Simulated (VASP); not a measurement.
# Mo (P6/mmm) in VASP: notebook

Mo is run at these levels: r2SCAN, PBE; tasks: single point.

Everything below comes from runs of VASP 6.6.1. Logs are shortened: lines on timing, memory, paths and dates and some standing lists are left out, and cuts for length are marked.

**1. The cell of the first run**

Symmetry: P6/mmm, No. 191, hexagonal system. Conventional cell: a = 2.862 Å, b = 2.862 Å, c = 2.673 Å, α = 90.00°, β = 90.00°, γ = 120.00°. Within 3.5 Å of Mo (site symmetry 6/mmm) lie 8 Mo at 2.67 to 2.86 Å.

**2. Single point, r2SCAN (functional r2SCAN, strained)**

The input, POSCAR:

```
Mo
1.0
    2.8615627163      0.0000000000      0.0000000000
   -1.4307813582      2.4781860068      0.0000000000
    0.0000000000      0.0000000000      2.6729234267
Mo
1
Direct
    0.0000000000      0.0000000000      0.5000000000
```

The input, INCAR.step1:

```
SYSTEM = Mo
PREC     = Accurate       ! precision mode
ENCUT    = 520            ! plane-wave cutoff, eV
ISMEAR   = 0              ! smearing method
SIGMA    = 0.1            ! smearing width, eV
LREAL    = .FALSE.        ! projectors in reciprocal space
LASPH    = .TRUE.         ! aspherical terms in the spheres
NELM     = 60             ! most SCF steps
NBANDS   = 13             ! bands
GGA      = PE             ! functional
ALGO     = Normal         ! electronic algorithm
EDIFF    = 1E-4           ! SCF threshold, eV
LWAVE    = .TRUE.         ! write WAVECAR
LCHARG   = .FALSE.        ! write CHGCAR
```

The input, INCAR.step2:

```
SYSTEM = Mo
PREC     = Accurate       ! precision mode
ENCUT    = 520            ! plane-wave cutoff, eV
EDIFF    = 1E-6           ! SCF threshold, eV
ISMEAR   = 0              ! smearing method
SIGMA    = 0.1            ! smearing width, eV
LREAL    = .FALSE.        ! projectors in reciprocal space
LASPH    = .TRUE.         ! aspherical terms in the spheres
NELM     = 60             ! most SCF steps
ALGO     = Normal         ! electronic algorithm
ISIF     = 2              ! what is computed and relaxed
LWAVE    = .FALSE.        ! write WAVECAR
LCHARG   = .FALSE.        ! write CHGCAR
METAGGA  = R2SCAN         ! meta-GGA
LMIXTAU  = .TRUE.       
NBANDS   = 13             ! bands
ISTART   = 1
```

The input, KPOINTS:

```
regular mesh
0
G
  18 18 16
  0 0 0
```

Potentials or basis: VASP PAW PBE potentials, release 64 (Mo_sv).

Run with:

```
cat potpaw_PBE.64/Mo_sv/POTCAR > POTCAR
cp INCAR.step1 INCAR
mpirun -np 1 vasp_std > vasp.out
cp INCAR.step2 INCAR
mpirun -np 1 vasp_std > vasp.out
```

OUTCAR:

```text
SYSTEM = Mo
   PREC = Accurate
   ENCUT = 520
   EDIFF = 1E-6
   ISMEAR = 0
   LREAL = .FALSE.
   LASPH = .TRUE.
   NELM = 60
   ISIF = 2
   METAGGA = R2SCAN
   ISTART = 1

 ion  position               nearest neighbor table
   1  0.000  0.000  0.500-

  LATTYP: Found a hexagonal cell.
 ALAT       =     2.8615627163
 C/A-ratio  =     0.9340782264

  Lattice vectors:

 A1 = (   2.8615627163,   0.0000000000,   0.0000000000)
 A2 = (  -1.4307813582,   2.4781860068,   0.0000000000)
 A3 = (   0.0000000000,   0.0000000000,   2.6729234267)

Analysis of symmetry for initial positions (statically):
=====================================================================
 Subroutine PRICEL returns:
 Original cell was already a primitive cell.

 Routine SETGRP: Setting up the symmetry group for a
 hexagonal supercell.

 Subroutine GETGRP returns: Found 24 space group operations
 (whereof 24 operations were pure point group operations)
 out of a pool of 24 trial point group operations.

The static configuration has the point symmetry D_6h.

Analysis of symmetry for dynamics (positions and initial velocities):
=====================================================================
 Subroutine PRICEL returns:
 Original cell was already a primitive cell.

 Routine SETGRP: Setting up the symmetry group for a
 hexagonal supercell.

 Subroutine GETGRP returns: Found 24 space group operations
 (whereof 24 operations were pure point group operations)
 out of a pool of 24 trial point group operations.

The dynamic configuration has the point symmetry D_6h.

 Subroutine INISYM returns: Found 24 space group operations
 (whereof 24 operations are pure point group operations),
 and found     1 'primitive' translations

----------------------------------------------------------------------------------------

                                     Primitive cell

  volume of cell :      18.9550

  direct lattice vectors                    reciprocal lattice vectors
     2.861562716  0.000000000  0.000000000     0.349459404  0.201760481  0.000000000
    -1.430781358  2.478186007  0.000000000     0.000000000  0.403520961  0.000000000
     0.000000000  0.000000000  2.672923427     0.000000000  0.000000000  0.374122203

  length of vectors
     2.861562716  2.861562716  2.672923427     0.403520961  0.403520961  0.374122203

  position of ions in fractional coordinates (direct lattice)
     0.000000000  0.000000000  0.500000000

  ion indices of the primitive-cell ions
   primitive index   ion index
                 1           1

----------------------------------------------------------------------------------------

 KPOINTS: regular mesh

Automatic generation of k-mesh.
 Grid dimensions read from file:
 generate k-points for:   18   18   16

 Generating k-lattice:

  Cartesian coordinates                     Fractional coordinates (reciprocal lattice)
     0.019414411  0.011208916  0.000000000     0.055555556  0.000000000  0.000000000
     0.000000000  0.022417831  0.000000000     0.000000000  0.055555556  0.000000000
     0.000000000  0.000000000  0.023382638     0.000000000  0.000000000  0.062500000

  Length of vectors
     0.022417831  0.022417831  0.023382638

  Shift w.r.t. Gamma in fractional coordinates (k-lattice)
     0.000000000  0.000000000  0.000000000

 Subroutine IBZKPT returns following result:
 ===========================================

 Found    333 irreducible k-points:

 Following reciprocal coordinates:
            Coordinates               Weight
  0.000000  0.000000  0.000000      1.000000
  0.055556 -0.000000  0.000000      6.000000
  0.111111 -0.000000  0.000000      6.000000
  0.166667 -0.000000  0.000000      6.000000
  0.222222 -0.000000  0.000000      6.000000
  0.277778 -0.000000  0.000000      6.000000
[... 16 lines left out ...]
  0.333333  0.111111  0.000000     12.000000
  0.388889  0.111111  0.000000     12.000000
 [... further k-points ...]
   k-points           NKPTS =    333   k-points in BZ     NKDIM =    333   number of bands    NBANDS=     13
   number of dos      NEDOS =    301   number of ions     NIONS =      1
   total plane-waves  NPLWV =  11520
   dimension x,y,z NGX =    24 NGY =   24 NGZ =   20
   dimension x,y,z NGXF=    48 NGYF=   48 NGZF=   40
   ions per type =               1
   NGX,Y,Z   is equivalent  to a cutoff of  13.94, 13.94, 12.44 a.u.
   NGXF,Y,Z  is equivalent  to a cutoff of  27.89, 27.89, 24.88 a.u.
 SYSTEM =  Mo
   PREC   = accura    normal or accurate (medium, high low for compatibility)
   ISTART =      1    job   : 0-new  1-cont  2-samecut
   ICHARG =      0    charge: 1-file 2-atom 10-const
   ISPIN  =      1    spin polarized calculation?
   LNONCOLLINEAR =      F non collinear calculations
   LSORBIT =      F    spin-orbit coupling
   LASPH  =      T    aspherical Exc in radial PAW
   ENCUT  =  520.0 eV  38.22 Ry    6.18 a.u.   5.32  5.32  4.97*2*pi/ulx,y,z
[... 18 lines left out ...]
   IALGO  =     38    algorithm
   IMIX   =      4    mixing-type and parameters
     AMIX     =   0.40;   BMIX     =  1.00
     AMIX_MAG =   1.60;   BMIX_MAG =  1.00
  volume/ion in A,a.u.               =      18.95       127.91
  Fermi-wavevector in a.u.,A,eV,Ry     =   1.479822  2.796459 29.795052  2.189875
  Thomas-Fermi vector in A             =   2.593933
   LORBIT       =      0    0 simple, 1 ext, 2 COOP (PROOUT), +10 PAW based schemes
   METAGGA = R2SCAN    functional components
   LHFCALC =     F    Hartree Fock is set to
   AEXX    =    0.0000 exact exchange contribution
   IVDW    =     0    specifies the selected vdW correction
   LEPSILON=     F    determine dielectric tensor
   LRPA    =     F    only Hartree local field effects (RPA)
 non-spin polarized calculation
 Gauss-broadening in eV      SIGMA  =   0.10
  energy-cutoff  :      520.00
  volume of cell :       18.95
 maximum number of plane-waves:       526
 NGX is ok and might be reduce to    24
   NGX = 11   NGY = 11   NGZ =  9

 number of electron      14.0000002 magnetization

 Free energy of the ion-electron system (eV)
  ---------------------------------------------------
  ext. energy  EPLUGINS =         0.00000000
  ---------------------------------------------------
  free energy    TOTEN  =       -24.97510250 eV

  energy without entropy =      -24.97075582  energy(sigma->0) =      -24.97292916

 E-fermi :   9.6484     XC(G=0): -13.3223

 val. band max:        9.6467842883   @ k =   0.4444   0.0556   0.3750
 cond. band min:       9.6551055078   @ k =   0.4444   0.1111   0.0000
 fundamental gap:      0.0083212195
 Fermi energy:         9.6483993248

 k-point     1 :       0.0000    0.0000    0.0000
  band No.  band energies     occupation
      1     -53.3933      2.00000
      2     -26.1469      2.00000
      3     -26.1469      2.00000
      4     -26.1139      2.00000
      5       2.8964      2.00000
      6       5.5958      2.00000
      7       8.8764      2.00000
      8       8.8764      2.00000
      9      13.2595      0.00000
     10      13.2595      0.00000
     11      23.0237      0.00000
     12      25.2200      0.00000
     13      29.8706      0.00000

 k-point     2 :       0.0556   -0.0000    0.0000
  band No.  band energies     occupation
      1     -53.3890      2.00000
      2     -26.1776      2.00000
      3     -26.1538      2.00000
      4     -26.1108      2.00000
      5       3.0069      2.00000
      6       5.6410      2.00000
      7       8.7708      2.00000
      8       8.9739      2.00000
      9      13.1545      0.00000
     10      13.2422      0.00000
     11      23.2526      0.00000
     12      25.4346      0.00000
     13      29.1217      0.00000

 k-point     3 :       0.1111   -0.0000    0.0000
  band No.  band energies     occupation
      1     -53.3765      2.00000
      2     -26.2656      2.00000
      3     -26.1738      2.00000
      4     -26.1018      2.00000
      5       3.3250      2.00000
      6       5.7723      2.00000
      7       8.4951      2.00000
      8       9.2621      2.00000
      9      12.8673      0.00000
     10      13.1928      0.00000
     11      23.8481      0.00000
     12      26.0445      0.00000
     13      27.7318      0.00000
[... 305 lines left out ...]
 k-point    23 :       0.3333    0.1111    0.0000
  band No.  band energies     occupation
      1     -53.2602      2.00000
      2     -26.9865      2.00000
      3     -26.4142      2.00000
      4     -26.0188      2.00000
      5       5.6521      2.00000
      6       6.4542      2.00000
      7       8.8092      2.00000
      8      10.9846      0.00000
      9      12.5746      0.00000
     10      13.2699      0.00000
     11      19.6035      0.00000
     12      22.4010      0.00000
     13      27.4034      0.00000

 k-point    24 :       0.3889    0.1111    0.0000
  band No.  band energies     occupation
      1     -53.2482      2.00000
      2     -27.0564      2.00000
      3     -26.4390      2.00000
      4     -26.0102      2.00000
      5       5.5941      2.00000
      6       6.5743      2.00000
      7       9.4113      1.99920
      8      10.8317      0.00000
      9      12.5123      0.00000
     10      13.9061      0.00000
     11      18.6878      0.00000
     12      21.7918      0.00000
     13      27.0008      0.00000

 [... further k-points ...]
[... 5 lines left out ...]
  --------------------------------------------------------------------------------------
  -------------------------------------------------------------------------------------
  Total       -2.4550486     -2.4550486     -2.6273543      0.0000000     -0.0000000      0.0000000
  in kB     -207.5138007   -207.5138006   -222.0779982      0.0000000     -0.0000000      0.0000000
  external PRESSURE =    -212.3685332 kB  Pullay stress =       0.0000000 kB

 VOLUME and BASIS-vectors are now :
 -----------------------------------------------------------------------------
  energy-cutoff  :      520.00
  volume of cell :       18.95
      direct lattice vectors                 reciprocal lattice vectors
     2.861562716  0.000000000  0.000000000     0.349459404  0.201760481  0.000000000
    -1.430781358  2.478186007  0.000000000     0.000000000  0.403520961  0.000000000
     0.000000000  0.000000000  2.672923427     0.000000000  0.000000000  0.374122203

 POSITION                                       TOTAL-FORCE (eV/Angst)
 -----------------------------------------------------------------------------------
      0.00000      0.00000      1.33646         0.000000      0.000000      0.000000
 -----------------------------------------------------------------------------------
    total drift:                                0.000000      0.000000     -0.000000

  FREE ENERGIE OF THE ION-ELECTRON SYSTEM (eV)
  ---------------------------------------------------
  free  energy   TOTEN  =       -24.9751025014 eV

  energy  without entropy=      -24.9707558187  energy(sigma->0) =      -24.97292916
```

It took 72 s on 1 thread of Intel Xeon 6975P-C (Granite Rapids), shared host; peak memory 0.19 GiB.

What came out:

```
Free energy            : -24.9751 eV
Pressure               : -21.2 GPa
Band gap on the k mesh : zero (band 7 reaches 10.34 eV, above the bottom of band 8 at 8.88 eV)
```

Caveat: the cell differs from its parent crystal (functional r2SCAN, strained); the PAW data sets were made with another functional, which shifts forces and pressure a little.

**3. Single point, PBE (strained)**

The input, INCAR:

```
PREC = Accurate ; ENCUT = 520
EDIFF = 1E-6 ; ISMEAR = 0
SIGMA = 0.1 ; LREAL = False
LASPH = True ; NELM = 60
ALGO = Normal ; ISIF = 2
LWAVE = False ; LCHARG = False
GGA = PE ; NBANDS = 13
```

The input, KPOINTS:

```
Automatic mesh
0
Gamma
  18 18 16
```

The input, POSCAR:

```
Mo
1.0
    2.6539648323      0.0000000000      0.0000000000
   -1.3269824161      2.2984009655      0.0000000000
    0.0000000000      0.0000000000      2.5556661843
Mo
1
Direct
    0.0000000000      0.0000000000      0.5000000000
```

Potentials or basis: VASP PAW PBE potentials, release 64 (Mo_sv).

Run with:

```
cat potpaw_PBE.64/Mo_sv/POTCAR > POTCAR
mpirun -np 1 vasp_std > vasp.out
```

It took 67 s on 1 thread of Intel Xeon 8259CL, shared host; peak memory 0.17 GiB.

Results (log left out):

```
Free energy            : -9.9546 eV
Pressure               : 19.6 GPa
Band gap on the k mesh : zero (band 7 reaches 13.48 eV, above the bottom of band 8 at 11.55 eV)
```

Stress tensor (GPa, compression positive):
```
26.71  0.00  0.00
 0.00 26.71  0.00
 0.00  0.00  5.45
```

Levels at points of the mesh, in eV from the Fermi level:
```csv
k point,band 5,band 6,band 7,band 8,band 9,band 10
"(0.00, 0.00, 0.00)",-7.04,-4.70,-1.04,-1.04,4.30,4.30
"(0.50, 0.00, 0.00)",-5.41,-3.18,0.52,1.30,3.49,4.96
"(0.00, 0.00, 0.50)",-4.10,-0.27,-0.27,-0.23,1.13,1.13
"(0.50, 0.00, 0.50)",-5.83,-3.98,-0.32,5.28,6.25,6.41
```

Caveat: the cell differs from its parent crystal (strained).

**4. Single point, PBE (strained)**

The input, INCAR:

```
SYSTEM = Mo
  ALGO = Fast
  EDIFF = 1E-6
  ENCUT = 520
  GGA = PE
  ISIF = 2
  ISMEAR = 0
  LASPH = .TRUE.
  LCHARG = .FALSE.
  LREAL = .FALSE.
  LWAVE = .FALSE.
  NBANDS = 13
  NELM = 60
  PREC = Accurate
  SIGMA = 0.1
```

The input, KPOINTS:

```
k-points
0
G
  18 18 16
  0 0 0
```

The input, POSCAR:

```
Mo
1.0
    2.6983348109      0.0000000000      0.0000000000
   -1.3491674055      2.3368264942      0.0000000000
    0.0000000000      0.0000000000      2.4821280838
Mo
1
Direct
    0.0000000000      0.0000000000      0.5000000000
```

Run with:

```
cat potpaw_PBE.64/Mo_sv/POTCAR > POTCAR
mpirun -np 1 vasp_std > vasp.out
```

It took 72 s on 1 thread of Intel Xeon 8259CL, shared host; peak memory 0.17 GiB.

Results (log left out):

| Quantity | Value |
| --- | --- |
| Free energy | -9.9963 eV |
| Pressure | 17.5 GPa |
| Band gap on the k mesh | zero (band 7 reaches 13.58 eV, above the bottom of band 8 at 11.41 eV) |

Stress tensor (GPa, compression positive):
```
18.52  0.00  0.00
 0.00 18.52  0.00
 0.00  0.00 15.56
```

Levels at points of the mesh, in eV from the Fermi level:
```csv
k point,band 3,band 4,band 5,band 6,band 7,band 8,band 9,band 10,band 11,band 12
"(0.00, 0.00, 0.00)",-34.20,-34.04,-6.91,-4.65,-0.99,-0.99,4.54,4.54,12.97,16.74
"(0.50, 0.00, 0.00)",-34.57,-33.86,-5.20,-3.37,1.18,1.28,3.84,4.67,10.77,13.80
"(0.00, 0.00, 0.50)",-33.99,-33.99,-3.67,-0.03,-0.03,0.24,0.70,0.70,11.25,16.36
"(0.50, 0.00, 0.50)",-35.45,-34.34,-5.76,-3.48,-0.64,5.10,6.62,6.71,7.82,16.95
```

Caveat: the cell differs from its parent crystal (strained).

**5. Single point, PBE (strained)**

The input, INCAR:

```
PREC = Accurate ; ENCUT = 520
EDIFF = 1E-7 ; ISMEAR = 0
SIGMA = 0.1 ; LREAL = False
LASPH = True ; NELM = 60
ALGO = Normal ; ISIF = 2
LWAVE = False ; LCHARG = False
GGA = PE ; NBANDS = 13
```

The input, KPOINTS:

```
regular mesh
0
Gamma
  18 18 16
```

The input, POSCAR:

```
Mo
1.0
    2.6352265860      0.0000000000      0.0000000000
   -1.3176132930      2.2821731682      0.0000000000
    0.0000000000      0.0000000000      2.6148186175
Mo
1
Direct
    0.0000000000      0.0000000000      0.5000000000
```

Run with:

```
cat potpaw_PBE.64/Mo_sv/POTCAR > POTCAR
mpirun -np 1 vasp_std > vasp.out
```

Run time: 72 s. Hardware: 1 thread of Intel Xeon 8259CL, shared host; peak memory 0.17 GiB.

Results (log left out):

```yaml
Free_energy: -9.9173 eV
Pressure: 18.5 GPa
Band_gap_on_the_k_mesh: zero (band 7 reaches 13.40 eV, above the bottom of band 8 at 11.46 eV)
```

Stress tensor (GPa, compression positive):
```
29.43  0.00  0.00
 0.00 29.43  0.00
 0.00  0.00 -3.39
```

Levels at points of the mesh, in eV from the Fermi level:
| k point | band 3 | band 4 | band 5 | band 6 | band 7 | band 8 | band 9 | band 10 | band 11 | band 12 |
| --- | --- | --- | --- | --- | --- | --- | --- | --- | --- | --- |
| (0.00, 0.00, 0.00) | -34.21 | -34.21 | -7.09 | -4.69 | -1.08 | -1.08 | 4.11 | 4.11 | 13.31 | 14.56 |
| (0.50, 0.00, 0.00) | -34.65 | -34.31 | -5.50 | -3.02 | 0.04 | 1.35 | 3.24 | 5.07 | 11.31 | 14.46 |
| (0.00, 0.00, 0.50) | -34.09 | -34.09 | -4.34 | -0.54 | -0.43 | -0.43 | 1.38 | 1.38 | 9.19 | 15.89 |
| (0.50, 0.00, 0.50) | -35.63 | -34.51 | -5.79 | -4.26 | -0.10 | 5.32 | 5.90 | 6.19 | 7.67 | 16.33 |

Caveat: the cell differs from its parent crystal (strained).

**6. Single point, PBE (strained)**

The input, INCAR:

```
SYSTEM = Mo
ALGO = Normal
EDIFF = 1E-7
ENCUT = 520
GGA = PE
ISIF = 2
ISMEAR = 0
LASPH = .TRUE.
LCHARG = .FALSE.
LREAL = .FALSE.
LWAVE = .FALSE.
NBANDS = 13
NELM = 100
PREC = Accurate
SIGMA = 0.1
```

The input, KPOINTS:

```
k-points
0
G
  18 18 16
  0 0 0
```

The input, POSCAR:

```
Mo
1.0
    2.6954625250      0.0000000000      0.0000000000
   -1.3477312625      2.3343390216      0.0000000000
    0.0000000000      0.0000000000      2.5944282756
Mo
1
Direct
    0.0000000000      0.0000000000      0.5000000000
```

Potentials or basis: VASP PAW PBE potentials, release 64 (Mo_sv).

Run with:

```
cat potpaw_PBE.64/Mo_sv/POTCAR > POTCAR
mpirun -np 1 vasp_std > vasp.out
```

It took 74 s on 1 thread of Intel Xeon 8259CL, shared host; peak memory 0.18 GiB.

The run converged. Its results:

* Free energy: -10.0170 eV
* Pressure: 7.6 GPa
* Band gap on the k mesh: zero (band 7 reaches 12.73 eV, above the bottom of band 8 at 10.91 eV)

Stress tensor (GPa, compression positive):
```
13.58  0.00  0.00
 0.00 13.58  0.00
 0.00  0.00 -4.36
```

Levels at points of the mesh, in eV from the Fermi level:
| k point | band 3 | band 4 | band 5 | band 6 | band 7 | band 8 | band 9 | band 10 | band 11 | band 12 |
| --- | --- | --- | --- | --- | --- | --- | --- | --- | --- | --- |
| (0.00, 0.00, 0.00) | -34.29 | -34.29 | -6.90 | -4.44 | -0.96 | -0.96 | 4.03 | 4.03 | 13.16 | 15.07 |
| (0.50, 0.00, 0.00) | -34.66 | -34.25 | -5.13 | -3.05 | 0.52 | 1.16 | 3.28 | 4.65 | 10.57 | 13.85 |
| (0.00, 0.00, 0.50) | -34.16 | -34.16 | -4.01 | -0.27 | -0.25 | -0.25 | 1.07 | 1.07 | 9.48 | 15.99 |
| (0.50, 0.00, 0.50) | -35.63 | -34.50 | -5.46 | -3.76 | -0.27 | 4.94 | 5.85 | 6.25 | 7.34 | 16.16 |

Caveat: the cell differs from its parent crystal (strained).

**7. The runs side by side**

```tsv
level	cell	gap on the mesh (eV)	pressure (GPa)
r2SCAN	a = 2.862, b = 2.862, c = 2.673 Å, angles 90.0, 90.0, 120.0°, 1 atom	none	-21.2
PBE	a = 2.654, b = 2.654, c = 2.556 Å, angles 90.0, 90.0, 120.0°, 1 atom	none	19.6
PBE	a = 2.698, b = 2.698, c = 2.482 Å, angles 90.0, 90.0, 120.0°, 1 atom	none	17.5
PBE	a = 2.635, b = 2.635, c = 2.615 Å, angles 90.0, 90.0, 120.0°, 1 atom	none	18.5
PBE	a = 2.695, b = 2.695, c = 2.594 Å, angles 90.0, 90.0, 120.0°, 1 atom	none	7.6
```

Alike in all rows: task single point; potentials or basis VASP PAW PBE potentials, release 64 (Mo_sv); no spin polarisation; k mesh 18 × 18 × 16; cutoff (eV) 520; smearing gaussian 0.1 eV.

Caveats: the PAW data sets were made with another functional, which shifts forces and pressure a little (some runs).

Total energies depend on the potentials used, so only differences within one code and one set of settings carry meaning.
